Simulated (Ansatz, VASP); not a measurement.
One calculation of CaSe, two programs

Contents of INCAR:

```
SYSTEM = CaSe
PREC = Accurate
ENCUT = 520
EDIFF = 1E-6
ISMEAR = 0
SIGMA = 0.01
LREAL = .False.
LASPH = .True.
NELM = 80
ALGO = Normal
ISIF = 2
LWAVE = .False.
LCHARG = .False.
GGA = PE
NBANDS = 15
```

File KPOINTS:

```
regular mesh
0
Gamma
  8 8 8
  0 0 0
```

File POSCAR:

```
CaSe
1.0
    0.0000000000      2.9675305933      2.9675305933
    2.9675305933      0.0000000000      2.9675305933
    2.9675305933      2.9675305933      0.0000000000
Ca Se
1 1
Direct
    0.0000000000      0.0000000000      0.0000000000
    0.5000000000      0.5000000000      0.5000000000
```

Input for Ansatz:

```yaml
crystal:
  lattice:
    - [0.0, 2.9675305933, 2.9675305933]
    - [2.9675305933, 0.0, 2.9675305933]
    - [2.9675305933, 2.9675305933, 0.0]
  atoms:
    - { symbol: Ca, position: [0.0, 0.0, 0.0] }
    - { symbol: Se, position: [0.5, 0.5, 0.5] }
kpoints:
  mp_grid: { grid: [8, 8, 8] }
  band_path:
    path:
      - [0.0, 0.0, 0.0]
      - [0.5, 0.0, 0.5]
      - [0.625, 0.25, 0.625]
      - [0.375, 0.375, 0.75]
      - [0.5, 0.5, 0.5]
      - [0.5, 0.25, 0.75]
      - [0.0, 0.5, 0.5]
    npoints: 1
hamiltonian:
  xc: pbe
scf:
  occupations: { method: fixed }
  n_extra_bands: 4
output:
  forces: true
  stress: true
  eigenvalues: true
```

Alike in both runs: task single point; functional PBE; k mesh 8 × 8 × 8; no spin polarisation.

|  | VASP | Ansatz |
| --- | --- | --- |
| version | VASP 6.6.1 | Ansatz 0.2.0 |
| potentials or method | VASP PAW PBE potentials, release 64 (Ca_sv, Se) | plane waves, PAW |
| plane-wave cutoff (eV) | 520 | 420 |
| occupations | gaussian, width 0.01 eV | fixed |
| valence electrons in the cell | 16 | 26 |

|  | VASP | Ansatz | Ansatz less VASP |
| --- | --- | --- | --- |
| gap on the k mesh at the Fermi level (eV) | 2.05 | 2.06 | +0.010 |
| pressure (GPa) | 0.7 | 0.6 | -0.17 |

VASP's potentials hold 16 valence electrons a cell and Ansatz's 26, so a difference there can come from the potentials and not from the codes.
